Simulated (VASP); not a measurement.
# C (Cmmm) in VASP: relaxation of cell and atoms with PBE

Aim: the relaxation of cell and atoms of C with PBE.

All numbers are computed with VASP 6.6.1; they aren't measurements. Logs are shortened: lines on timing, memory, paths and dates and some standing lists are left out, and cuts for length are marked.

## (1) The cell of the first run

The structure is orthorhombic, space group Cmmm (No. 65). The conventional cell has a = 2.466 Å, b = 4.272 Å, c = 12.266 Å, α = 90.00°, β = 90.00°, γ = 90.00°. C (site symmetry m) has 3 C at 1.42 Å within 1.9 Å. C (site symmetry m2m) has 3 C at 1.42 Å within 1.9 Å.

The cell was generated, and may not be a known phase.

## (2) Relaxation of cell and atoms, PBE

INCAR reads:

```
PREC = Accurate
ENCUT = 600
EDIFF = 1E-7
ISMEAR = 0
SIGMA = 0.1
LREAL = F
LASPH = T
NELM = 120
ALGO = Normal
ISIF = 3
LWAVE = F
LCHARG = F
GGA = PE
IBRION = 2
NSW = 100
EDIFFG = -0.01
GGA_COMPAT = F
NELMIN = 4
```

KPOINTS reads:

```
Automatic mesh
0
Gamma
  18 18 4
```

POSCAR reads:

```
C
1.0
    1.2332461097     -2.1360570061      0.0000000000
    1.2332461097      2.1360570061      0.0000000000
    0.0000000000      0.0000000000     12.2664096066
C
6
Direct
    0.1666743790      0.8333256210      0.6711359690
    0.8333256210      0.1666743790      0.6711359690
    0.8333256210      0.1666743790      0.3288640310
    0.1666743790      0.8333256210      0.3288640310
    0.3333193128      0.6666806872      0.0000000000
    0.6666806872      0.3333193128      0.0000000000
```

Potentials or basis: VASP PAW PBE potentials, release 64 (C).

Launch:

```
cat potpaw_PBE.64/C/POTCAR > POTCAR
mpirun -np 1 vasp_std > vasp.out
```

OUTCAR:

```text
PREC = Accurate
   ENCUT = 600
   EDIFF = 1E-7
   ISMEAR = 0
   LREAL = F
   LASPH = T
   NELM = 120
   ISIF = 3
   GGA = PE
   IBRION = 2
   NSW = 100
   EDIFFG = -0.01
   NELMIN = 4

 ion  position               nearest neighbor table
   1  0.167  0.833  0.671-   2 1.42   2 1.42   2 1.42
   2  0.833  0.167  0.671-   1 1.42   1 1.42   1 1.42
   3  0.833  0.167  0.329-   4 1.42   4 1.42   4 1.42
   4  0.167  0.833  0.329-   3 1.42   3 1.42   3 1.42
   5  0.333  0.667  0.000-   6 1.42   6 1.42   6 1.42
   6  0.667  0.333  0.000-   5 1.42   5 1.42   5 1.42

  LATTYP: Found a hexagonal cell.
 ALAT       =     2.4665026861
 C/A-ratio  =     4.9731993709

  Lattice vectors:

 A1 = (   1.2332461097,  -2.1360570061,   0.0000000000)
 A2 = (   1.2332461097,   2.1360570061,   0.0000000000)
 A3 = (   0.0000000000,   0.0000000000,  12.2664096066)

Analysis of symmetry for initial positions (statically):
=====================================================================
 Subroutine PRICEL returns:
 Original cell was already a primitive cell.

 Routine SETGRP: Setting up the symmetry group for a
 hexagonal supercell.

 Subroutine GETGRP returns: Found  8 space group operations
 (whereof  8 operations were pure point group operations)
 out of a pool of 24 trial point group operations.

The static configuration has the point symmetry D_2h.

Analysis of symmetry for dynamics (positions and initial velocities):
=====================================================================
 Subroutine PRICEL returns:
 Original cell was already a primitive cell.

 Routine SETGRP: Setting up the symmetry group for a
 hexagonal supercell.

 Subroutine GETGRP returns: Found  8 space group operations
 (whereof  8 operations were pure point group operations)
 out of a pool of 24 trial point group operations.

The dynamic configuration has the point symmetry D_2h.

 Subroutine INISYM returns: Found  8 space group operations
 (whereof  8 operations are pure point group operations),
 and found     1 'primitive' translations

----------------------------------------------------------------------------------------

                                     Primitive cell

  volume of cell :      64.6264

  direct lattice vectors                    reciprocal lattice vectors
     1.233246110 -2.136057006  0.000000000     0.405434078 -0.234076150  0.000000000
     1.233246110  2.136057006  0.000000000     0.405434078  0.234076150  0.000000000
     0.000000000  0.000000000 12.266409607     0.000000000  0.000000000  0.081523448

  length of vectors
     2.466502686  2.466502686 12.266409607     0.468154286  0.468154286  0.081523448

  position of ions in fractional coordinates (direct lattice)
     0.166674379  0.833325621  0.671135969
     0.833325621  0.166674379  0.671135969
     0.833325621  0.166674379  0.328864031
     0.166674379  0.833325621  0.328864031
     0.333319313  0.666680687  0.000000000
     0.666680687  0.333319313  0.000000000

  ion indices of the primitive-cell ions
   primitive index   ion index
                 1           1
                 2           2
                 3           3
                 4           4
                 5           5
                 6           6

----------------------------------------------------------------------------------------

 KPOINTS: Automatic mesh

Automatic generation of k-mesh.
 Grid dimensions read from file:
 generate k-points for:   18   18    4

 Generating k-lattice:

  Cartesian coordinates                     Fractional coordinates (reciprocal lattice)
     0.022524115 -0.013004231  0.000000000     0.055555556  0.000000000  0.000000000
     0.022524115  0.013004231  0.000000000     0.000000000  0.055555556  0.000000000
     0.000000000  0.000000000  0.020380862     0.000000000  0.000000000  0.250000000

  Length of vectors
     0.026008571  0.026008571  0.020380862

  Shift w.r.t. Gamma in fractional coordinates (k-lattice)
     0.000000000  0.000000000  0.000000000

 Subroutine IBZKPT returns following result:
 ===========================================

 Found    273 irreducible k-points:

 Following reciprocal coordinates:
            Coordinates               Weight
  0.000000  0.000000  0.000000      1.000000
  0.055556 -0.000000  0.000000      4.000000
 -0.055556  0.055556  0.000000      2.000000
  0.111111 -0.000000  0.000000      4.000000
 -0.111111  0.111111  0.000000      2.000000
  0.166667 -0.000000  0.000000      4.000000
[... 16 lines left out ...]
 -0.055556  0.166667  0.000000      4.000000
 -0.166667  0.111111  0.000000      4.000000
 [... further k-points ...]
   k-points           NKPTS =    273   k-points in BZ     NKDIM =    273   number of bands    NBANDS=     16
   number of dos      NEDOS =    301   number of ions     NIONS =      6
   total plane-waves  NPLWV =  39200
   dimension x,y,z NGX =    20 NGY =   20 NGZ =   98
   dimension x,y,z NGXF=    40 NGYF=   40 NGZF=  196
   ions per type =               6
   NGX,Y,Z   is equivalent  to a cutoff of  13.48, 13.48, 13.28 a.u.
   NGXF,Y,Z  is equivalent  to a cutoff of  26.96, 26.96, 26.56 a.u.
 SYSTEM =  unknown system
   PREC   = accura    normal or accurate (medium, high low for compatibility)
   ISTART =      0    job   : 0-new  1-cont  2-samecut
   ICHARG =      2    charge: 1-file 2-atom 10-const
   ISPIN  =      1    spin polarized calculation?
   LNONCOLLINEAR =      F non collinear calculations
   LSORBIT =      F    spin-orbit coupling
   LASPH  =      T    aspherical Exc in radial PAW
   ENCUT  =  600.0 eV  44.10 Ry    6.64 a.u.   4.93  4.93 24.50*2*pi/ulx,y,z
   NELM   =    120;   NELMIN=  4; NELMDL= -5     # of ELM steps
   EDIFF  = 0.1E-06   stopping-criterion for ELM
   LREAL  =      F    real-space projection
   EDIFFG = -.1E-01   stopping-criterion for IOM
   NSW    =    100    number of steps for IOM
   IBRION =      2    ionic relax: 0-MD 1-quasi-New 2-CG
   NFREE  =      1    steps in history (QN), initial steepest desc. (CG)
   ISIF   =      3    stress and relaxation
   ISYM   =      2    0-nonsym 1-usesym 2-fastsym
   POTIM  = 0.5000    time-step for ionic-motion
   TEBEG  =    0.0;   TEEND  =   0.0 temperature during run
   PSTRESS=    0.0 pullay stress
   NELECT =      24.0000    total number of electrons
   NUPDOWN=      -1.0000    fix difference up-down
   EMIN   =  10.00;   EMAX   =-10.00  energy-range for DOS
   EFERMI =   0.00;   METHOD = LEGACY
   ISMEAR =     0;   SIGMA  =   0.10  broadening in eV -4-tet -1-fermi 0-gaus
   EFERMI_NEDOS =   21; number of points for ismear=-14 and -15
   IALGO  =     38    algorithm
   IMIX   =      4    mixing-type and parameters
     AMIX     =   0.40;   BMIX     =  1.00
     AMIX_MAG =   1.60;   BMIX_MAG =  1.00
  volume/ion in A,a.u.               =      10.77        72.69
  Fermi-wavevector in a.u.,A,eV,Ry     =   1.176726  2.223689 18.839760  1.384683
  Thomas-Fermi vector in A             =   2.313085
   LORBIT       =      0    0 simple, 1 ext, 2 COOP (PROOUT), +10 PAW based schemes
   GGA     = PE    functional components
   LHFCALC =     F    Hartree Fock is set to
   AEXX    =    0.0000 exact exchange contribution
   IVDW    =     0    specifies the selected vdW correction
   LEPSILON=     F    determine dielectric tensor
   LRPA    =     F    only Hartree local field effects (RPA)
 conjugate gradient relaxation of ions
 non-spin polarized calculation
 Gauss-broadening in eV      SIGMA  =   0.10
  energy-cutoff  :      600.00
  volume of cell :       64.63
 maximum number of plane-waves:      2205
   NGX =  9   NGY =  9   NGZ = 49

--------------------------------------- Ionic step        1  -------------------------------------------

 number of electron      23.9999998 magnetization

 Free energy of the ion-electron system (eV)
  ---------------------------------------------------
  ext. energy  EPLUGINS =         0.00000000
  ---------------------------------------------------
  free energy    TOTEN  =       -55.36758284 eV

  energy without entropy =      -55.36655404  energy(sigma->0) =      -55.36706844

------------------------ aborting loop because EDIFF is reached ----------------------------------------

  FORCE on cell =-STRESS in cart. coord.  units (eV):
  Direction    XX          YY          ZZ          XY          YZ          ZX
  --------------------------------------------------------------------------------------
  -------------------------------------------------------------------------------------
  Total        0.0609338      0.0416937     -0.0187873      0.0000000      0.0000000      0.0000000
  in kB        1.5106312      1.0336432     -0.4657623      0.0000000      0.0000000      0.0000000
  external PRESSURE =       0.6928374 kB  Pullay stress =       0.0000000 kB
[... 65 lines left out ...]
  energy  without entropy=      -55.3665191841  energy(sigma->0) =      -55.36703301

--------------------------------------- Ionic step        3  -------------------------------------------

 number of electron      23.9999998 magnetization

 Free energy of the ion-electron system (eV)
  ---------------------------------------------------
  ext. energy  EPLUGINS =         0.00000000
  ---------------------------------------------------
  free energy    TOTEN  =       -55.36758996 eV

  energy without entropy =      -55.36656150  energy(sigma->0) =      -55.36707573

 E-fermi :   3.0889     XC(G=0):  -8.9852

 val. band max:        3.0888982772   @ k =   0.3333   0.3333   0.2500
 cond. band min:       3.1106147577   @ k =   0.3333   0.3333   0.5000
 fundamental gap:      0.0217164805
 Fermi energy:         3.0889218191

 k-point     1 :       0.0000    0.0000    0.0000
  band No.  band energies     occupation
      1     -16.4486      2.00000
      2     -16.4111      2.00000
      3     -16.4038      2.00000
      4      -4.7062      2.00000
      5      -4.6558      2.00000
      6      -4.1884      2.00000
[... 8 lines left out ...]
     15       8.7670      0.00000
     16      11.3879      0.00000
[... 420 lines left out ...]
  band No.  band energies     occupation
      1     -15.9385      2.00000
      2     -15.9024      2.00000
      3     -15.8953      2.00000
      4      -4.0957      2.00000
      5      -4.0464      2.00000
      6      -3.5915      2.00000
[... 8 lines left out ...]
     15       9.3819      0.00000
     16      11.6511      0.00000

 [... further k-points ...]

------------------------ aborting loop because EDIFF is reached ----------------------------------------

  FORCE on cell =-STRESS in cart. coord.  units (eV):
  Direction    XX          YY          ZZ          XY          YZ          ZX
  --------------------------------------------------------------------------------------
  -------------------------------------------------------------------------------------
  Total        0.0033799      0.0009805     -0.0184289      0.0000000      0.0000000      0.0000000
  in kB        0.0837761      0.0243029     -0.4567902      0.0000000      0.0000000      0.0000000
  external PRESSURE =      -0.1162371 kB  Pullay stress =       0.0000000 kB
[... 21 lines left out ...]
  FREE ENERGIE OF THE ION-ELECTRON SYSTEM (eV)
  ---------------------------------------------------
  free  energy   TOTEN  =       -55.3675899570 eV

  energy  without entropy=      -55.3665614995  energy(sigma->0) =      -55.36707573

 reached required accuracy - stopping structural energy minimisation
```

Run time: 5 min. Hardware: 1 thread of Intel Xeon 6975P-C (Granite Rapids), shared host; peak memory 0.36 GiB.

Results:

```yaml
Free_energy: -55.3676 eV
Relaxed_volume: 10.77 Å³/atom
Relaxed_cell: a = 2.467 Å, b = 2.467 Å, c = 12.266 Å, α = 90.00°, β = 90.00°, γ = 120.00°
Space_group_after_relaxing_to_0.1_Å: Cmmm (No. 65)
Energy_gained_by_relaxing: 0.0 meV/atom
Ionic_steps: 3
Pressure_after_relaxing: 0.0 GPa
Band_gap_on_the_k_mesh: zero (bands 12 and 13 overlap by 0.05 eV)
```

Forces on the atoms (eV/Å):
```
C    0.000 -0.002 -0.001
C    0.000  0.002 -0.001
C    0.000  0.002  0.001
C    0.000 -0.002  0.001
C    0.000  0.003  0.000
C    0.000 -0.003  0.000
```

Final structure:
```cif
data_structure
_symmetry_space_group_name_H-M 'P 1'
_symmetry_Int_Tables_number 1
_cell_length_a 2.4668
_cell_length_b 2.4668
_cell_length_c 12.2659
_cell_angle_alpha 90.000
_cell_angle_beta 90.000
_cell_angle_gamma 119.998
_cell_volume 64.64
loop_
_atom_site_label
_atom_site_type_symbol
_atom_site_fract_x
_atom_site_fract_y
_atom_site_fract_z
_atom_site_occupancy
C1 C 0.16666 0.83334 0.67114 1
C2 C 0.83334 0.16666 0.67114 1
C3 C 0.83334 0.16666 0.32886 1
C4 C 0.16666 0.83334 0.32886 1
C5 C 0.33334 0.66666 0.00000 1
C6 C 0.66666 0.33334 0.00000 1
```

Levels at points of the mesh, in eV from the Fermi level:
```tsv
k point	band 10	band 11	band 12	band 13	band 14	band 15
(0.00, 0.00, 0.00)	-3.04	-3.04	-3.04	3.22	5.51	5.68
(0.50, 0.00, 0.00)	-2.44	-2.36	-2.28	1.55	1.69	1.82
(0.50, 0.50, 0.00)	-2.48	-2.44	-2.15	1.52	1.55	1.97
(0.00, 0.00, 0.50)	-3.04	-3.04	-3.04	3.84	3.94	6.94
(0.50, 0.00, 0.50)	-2.44	-2.36	-2.28	1.57	1.69	1.80
(0.50, 0.50, 0.50)	-2.55	-2.28	-2.24	1.40	1.80	1.83
```

Caveat: this functional lacks dispersion, which binds layers or chains, so the pressure and a relaxed spacing across them are unreliable.

The gap in the log of VASP goes by the Fermi energy; the results here count the filled bands.